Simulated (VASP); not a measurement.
# ZnS (I-4m2) in VASP: single point with PBEsol

Aim: the single point of ZnS with PBEsol.

Everything below comes from runs of VASP 6.6.1. Logs are shortened: lines on timing, memory, paths and dates and some standing lists are left out, and cuts for length are marked.

## 1. The cell of the first run

It takes space group I-4m2 (No. 119, tetragonal). Conventional cell: a = 3.788 Å, b = 3.788 Å, c = 5.557 Å, α = 90.00°, β = 90.00°, γ = 90.00°. Within 3.1 Å of Zn (site symmetry -4m2) lie 4 S at 2.35 Å. Within 3.1 Å of S (site symmetry -4m2) lie 4 Zn at 2.35 Å.

## 2. Single point, PBEsol (strain +0.0375 x Voigt [0, 0, 1, 0, 0, 0])

Contents of INCAR:

```
SYSTEM = ZnS
PREC = Accurate
ENCUT = 520
EDIFF = 1E-6
ISMEAR = 0
SIGMA = 0.05
LREAL = .FALSE.
LASPH = .TRUE.
NELM = 100
ALGO = Normal
ISIF = 2
LWAVE = .FALSE.
LCHARG = .FALSE.
GGA = PS
NBANDS = 16
```

Contents of KPOINTS:

```
Automatic mesh
0
G
  10 10 10
  0 0 0
```

Contents of POSCAR:

```
ZnS
1.0
    0.0000000000      2.6782590749      2.7786937902
    2.6782590749      0.0000000000      2.7786937902
    2.6782590749      2.6782590749      0.0000000000
Zn S
1 1
Direct
    0.0000000000      0.0000000000      0.0000000000
    0.7500000000      0.7500000000      0.7500000000
```

Potentials or basis: VASP PAW PBE potentials, release 64 (Zn, S).

Started as:

```sh
$ cat potpaw_PBE.64/Zn/POTCAR potpaw_PBE.64/S/POTCAR > POTCAR
$ mpirun -np 1 vasp_std > vasp.out
```

OUTCAR:

```text
SYSTEM = ZnS
   PREC = Accurate
   ENCUT = 520
   EDIFF = 1E-6
   ISMEAR = 0
   LREAL = .FALSE.
   LASPH = .TRUE.
   NELM = 100
   ISIF = 2
   GGA = PS

 ion  position               nearest neighbor table
   1  0.000  0.000  0.000-   2 2.35   2 2.35   2 2.35   2 2.35
   2  0.750  0.750  0.750-   1 2.35   1 2.35   1 2.35   1 2.35

  LATTYP: Found a body centered tetragonal cell.
 ALAT       =     3.7876303073
 C/A-ratio  =     1.4672465710

  Lattice vectors:

 A1 = (  -2.6782590749,   0.0000000000,   2.7786937902)
 A2 = (   2.6782590749,   0.0000000000,   2.7786937902)
 A3 = (   0.0000000000,   2.6782590749,  -2.7786937902)

Analysis of symmetry for initial positions (statically):
=====================================================================
 Subroutine PRICEL returns:
 Original cell was already a primitive cell.

 Routine SETGRP: Setting up the symmetry group for a
 body centered tetragonal supercell.

 Subroutine GETGRP returns: Found  8 space group operations
 (whereof  8 operations were pure point group operations)
 out of a pool of 16 trial point group operations.

The static configuration has the point symmetry D_2d.

Analysis of symmetry for dynamics (positions and initial velocities):
=====================================================================
 Subroutine PRICEL returns:
 Original cell was already a primitive cell.

 Routine SETGRP: Setting up the symmetry group for a
 body centered tetragonal supercell.

 Subroutine GETGRP returns: Found  8 space group operations
 (whereof  8 operations were pure point group operations)
 out of a pool of 16 trial point group operations.

The dynamic configuration has the point symmetry D_2d.

 Subroutine INISYM returns: Found  8 space group operations
 (whereof  8 operations are pure point group operations),
 and found     1 'primitive' translations

----------------------------------------------------------------------------------------

                                     Primitive cell

  volume of cell :      39.8635

  direct lattice vectors                    reciprocal lattice vectors
     0.000000000  2.678259075  2.778693790    -0.186688437  0.186688437  0.179940662
     2.678259075  0.000000000  2.778693790     0.186688437 -0.186688437  0.179940662
     2.678259075  2.678259075  0.000000000     0.186688437  0.186688437 -0.179940662

  length of vectors
     3.859301861  3.859301861  3.787630307     0.319505535  0.319505535  0.319505535

  position of ions in fractional coordinates (direct lattice)
     0.000000000  0.000000000  0.000000000
     0.750000000  0.750000000  0.750000000

  ion indices of the primitive-cell ions
   primitive index   ion index
                 1           1
                 2           2

----------------------------------------------------------------------------------------

 KPOINTS: Automatic mesh

Automatic generation of k-mesh.
 Grid dimensions read from file:
 generate k-points for:   10   10   10

 Generating k-lattice:

  Cartesian coordinates                     Fractional coordinates (reciprocal lattice)
    -0.018668844  0.018668844  0.017994066     0.100000000  0.000000000  0.000000000
     0.018668844 -0.018668844  0.017994066     0.000000000  0.100000000  0.000000000
     0.018668844  0.018668844 -0.017994066    -0.000000000 -0.000000000  0.100000000

  Length of vectors
     0.031950553  0.031950553  0.031950553

  Shift w.r.t. Gamma in fractional coordinates (k-lattice)
     0.000000000  0.000000000  0.000000000

 Subroutine IBZKPT returns following result:
 ===========================================

 Found    102 irreducible k-points:

 Following reciprocal coordinates:
            Coordinates               Weight
  0.000000  0.000000  0.000000      1.000000
  0.100000 -0.000000  0.000000      8.000000
  0.200000 -0.000000  0.000000      8.000000
  0.300000 -0.000000  0.000000      8.000000
  0.400000 -0.000000  0.000000      8.000000
  0.500000 -0.000000  0.000000      4.000000
[... 16 lines left out ...]
  0.300000  0.300000  0.000000      2.000000
  0.400000  0.300000  0.000000      8.000000
 [... further k-points ...]
   k-points           NKPTS =    102   k-points in BZ     NKDIM =    102   number of bands    NBANDS=     16
   number of dos      NEDOS =    301   number of ions     NIONS =      2
   total plane-waves  NPLWV =  25200
   dimension x,y,z NGX =    30 NGY =   30 NGZ =   28
   dimension x,y,z NGXF=    60 NGYF=   60 NGZF=   56
   ions per type =               1   1
   NGX,Y,Z   is equivalent  to a cutoff of  12.92, 12.92, 12.29 a.u.
   NGXF,Y,Z  is equivalent  to a cutoff of  25.85, 25.85, 24.58 a.u.
 SYSTEM =  ZnS
   PREC   = accura    normal or accurate (medium, high low for compatibility)
   ISTART =      0    job   : 0-new  1-cont  2-samecut
   ICHARG =      2    charge: 1-file 2-atom 10-const
   ISPIN  =      1    spin polarized calculation?
   LNONCOLLINEAR =      F non collinear calculations
   LSORBIT =      F    spin-orbit coupling
   LASPH  =      T    aspherical Exc in radial PAW
   ENCUT  =  520.0 eV  38.22 Ry    6.18 a.u.   7.18  7.18  7.04*2*pi/ulx,y,z
   NELM   =    100;   NELMIN=  2; NELMDL= -5     # of ELM steps
   EDIFF  = 0.1E-05   stopping-criterion for ELM
   LREAL  =      F    real-space projection
   EDIFFG = 0.1E-04   stopping-criterion for IOM
   NSW    =      0    number of steps for IOM
   IBRION =     -1    ionic relax: 0-MD 1-quasi-New 2-CG
   NFREE  =      0    steps in history (QN), initial steepest desc. (CG)
   ISIF   =      2    stress and relaxation
   ISYM   =      2    0-nonsym 1-usesym 2-fastsym
   POTIM  = 0.5000    time-step for ionic-motion
   TEBEG  =    0.0;   TEEND  =   0.0 temperature during run
   PSTRESS=    0.0 pullay stress
   NELECT =      18.0000    total number of electrons
   NUPDOWN=      -1.0000    fix difference up-down
   EMIN   =  10.00;   EMAX   =-10.00  energy-range for DOS
   EFERMI =   0.00;   METHOD = LEGACY
   ISMEAR =     0;   SIGMA  =   0.05  broadening in eV -4-tet -1-fermi 0-gaus
   EFERMI_NEDOS =   21; number of points for ismear=-14 and -15
   IALGO  =     38    algorithm
   IMIX   =      4    mixing-type and parameters
     AMIX     =   0.40;   BMIX     =  1.00
     AMIX_MAG =   1.60;   BMIX_MAG =  1.00
  volume/ion in A,a.u.               =      19.93       134.51
  Fermi-wavevector in a.u.,A,eV,Ry     =   1.255954  2.373409 21.462106  1.577420
  Thomas-Fermi vector in A             =   2.389686
   LORBIT       =      0    0 simple, 1 ext, 2 COOP (PROOUT), +10 PAW based schemes
   GGA     = PS    functional components
   LHFCALC =     F    Hartree Fock is set to
   AEXX    =    0.0000 exact exchange contribution
   IVDW    =     0    specifies the selected vdW correction
   LEPSILON=     F    determine dielectric tensor
   LRPA    =     F    only Hartree local field effects (RPA)
 non-spin polarized calculation
 Gauss-broadening in eV      SIGMA  =   0.05
  energy-cutoff  :      520.00
  volume of cell :       39.86
 maximum number of plane-waves:      1087
 NGX is ok and might be reduce to    30
   NGX = 15   NGY = 15   NGZ = 15

 number of electron      18.0000001 magnetization

 Free energy of the ion-electron system (eV)
  ---------------------------------------------------
  ext. energy  EPLUGINS =         0.00000000
  ---------------------------------------------------
  free energy    TOTEN  =        -7.57338697 eV

  energy without entropy =       -7.57338697  energy(sigma->0) =       -7.57338697

 E-fermi :   2.1943     XC(G=0):  -9.8028

 val. band max:        1.9614628827   @ k =   0.0000   0.0000   0.0000
 cond. band min:       3.8442456341   @ k =   0.0000   0.0000   0.0000
 fundamental gap:      1.8827827514
 Fermi energy:         2.1942673602

 k-point     1 :       0.0000    0.0000    0.0000
  band No.  band energies     occupation
      1     -11.1632      2.00000
      2      -4.4260      2.00000
      3      -4.4035      2.00000
      4      -4.4035      2.00000
      5      -3.9317      2.00000
      6      -3.9206      2.00000
[... 8 lines left out ...]
     15      13.5599      0.00000
     16      13.9530      0.00000

 k-point     2 :       0.1000   -0.0000    0.0000
  band No.  band energies     occupation
      1     -11.0878      2.00000
      2      -4.4196      2.00000
      3      -4.3977      2.00000
      4      -4.3896      2.00000
      5      -3.9321      2.00000
      6      -3.9226      2.00000
[... 8 lines left out ...]
     15      13.4362      0.00000
     16      14.1116      0.00000

 k-point     3 :       0.2000   -0.0000    0.0000
  band No.  band energies     occupation
      1     -10.8794      2.00000
      2      -4.4005      2.00000
      3      -4.3694      2.00000
      4      -4.3548      2.00000
      5      -3.9296      2.00000
      6      -3.9251      2.00000
[... 8 lines left out ...]
     15      12.9023      0.00000
     16      14.2271      0.00000

 k-point     4 :       0.3000   -0.0000    0.0000
  band No.  band energies     occupation
      1     -10.5963      2.00000
      2      -4.3453      2.00000
      3      -4.3169      2.00000
      4      -4.3070      2.00000
      5      -3.9208      2.00000
      6      -3.9173      2.00000
[... 8 lines left out ...]
     15      13.1366      0.00000
     16      13.7047      0.00000
[... 324 lines left out ...]
 k-point    22 :      -0.2000    0.2000    0.0000
  band No.  band energies     occupation
      1     -10.4921      2.00000
      2      -4.3394      2.00000
      3      -4.2945      2.00000
      4      -4.2885      2.00000
      5      -3.9479      2.00000
      6      -3.8766      2.00000
[... 8 lines left out ...]
     15      14.7960      0.00000
     16      16.1455      0.00000

 k-point    23 :       0.3000    0.3000    0.0000
  band No.  band energies     occupation
      1     -10.4363      2.00000
      2      -4.4724      2.00000
      3      -4.2064      2.00000
      4      -4.2064      2.00000
      5      -3.9709      2.00000
      6      -3.8783      2.00000
[... 8 lines left out ...]
     15      14.9408      0.00000
     16      18.2756      0.00000

 k-point    24 :       0.4000    0.3000    0.0000
  band No.  band energies     occupation
      1     -10.2382      2.00000
      2      -4.4377      2.00000
      3      -4.1628      2.00000
      4      -4.1553      2.00000
      5      -3.9223      2.00000
      6      -3.8728      2.00000
[... 8 lines left out ...]
     15      15.3699      0.00000
     16      17.5303      0.00000

 [... further k-points ...]

------------------------ aborting loop because EDIFF is reached ----------------------------------------

  FORCE on cell =-STRESS in cart. coord.  units (eV):
  Direction    XX          YY          ZZ          XY          YZ          ZX
  --------------------------------------------------------------------------------------
  -------------------------------------------------------------------------------------
  Total       -0.4887176     -0.4887176     -0.9101576      0.0000000      0.0000000      0.0000000
  in kB      -19.6423153    -19.6423153    -36.5806419      0.0000000      0.0000000      0.0000000
  external PRESSURE =     -25.2884242 kB  Pullay stress =       0.0000000 kB

 VOLUME and BASIS-vectors are now :
 -----------------------------------------------------------------------------
  energy-cutoff  :      520.00
  volume of cell :       39.86
      direct lattice vectors                 reciprocal lattice vectors
     0.000000000  2.678259075  2.778693790    -0.186688437  0.186688437  0.179940662
     2.678259075  0.000000000  2.778693790     0.186688437 -0.186688437  0.179940662
     2.678259075  2.678259075  0.000000000     0.186688437  0.186688437 -0.179940662

 POSITION                                       TOTAL-FORCE (eV/Angst)
 -----------------------------------------------------------------------------------
      0.00000      0.00000      0.00000        -0.000000     -0.000000     -0.000000
      4.01739      4.01739      4.16804         0.000000      0.000000      0.000000
 -----------------------------------------------------------------------------------
    total drift:                               -0.000006     -0.000006     -0.000010

  FREE ENERGIE OF THE ION-ELECTRON SYSTEM (eV)
  ---------------------------------------------------
  free  energy   TOTEN  =        -7.5733869683 eV

  energy  without entropy=       -7.5733869683  energy(sigma->0) =       -7.57338697
```

It took 1.9 min on 1 thread of Intel Xeon 8259CL, shared host; peak memory 0.21 GiB.

Results:

| Quantity | Value |
| --- | --- |
| Free energy | -7.5734 eV |
| Pressure | -2.5 GPa |
| Band gap on the k mesh | 1.88 eV |

Levels at points of the mesh, in eV from the valence-band top:
| k point | band 5 | band 6 | band 7 | band 8 | band 9 | band 10 | band 11 | band 12 | band 13 | band 14 |
| --- | --- | --- | --- | --- | --- | --- | --- | --- | --- | --- |
| (0.00, 0.00, 0.00) | -5.89 | -5.88 | -0.14 | 0.00 | 0.00 | 1.88 | 6.28 | 6.28 | 6.28 | 11.28 |
| (0.50, 0.00, 0.00) | -5.86 | -5.69 | -5.33 | -1.01 | -0.80 | 3.11 | 6.66 | 6.96 | 8.62 | 11.85 |
| (0.50, 0.50, 0.00) | -5.82 | -5.71 | -4.75 | -2.12 | -2.12 | 3.35 | 4.16 | 10.44 | 11.81 | 11.81 |
| (0.50, 0.00, 0.50) | -5.81 | -5.66 | -4.54 | -2.35 | -2.28 | 3.16 | 3.81 | 10.83 | 11.52 | 11.84 |

Caveat: the cell differs from its parent crystal (strain +0.0375 x Voigt [0, 0, 1, 0, 0, 0]); the PAW data sets were made with another functional, which shifts forces and pressure a little.
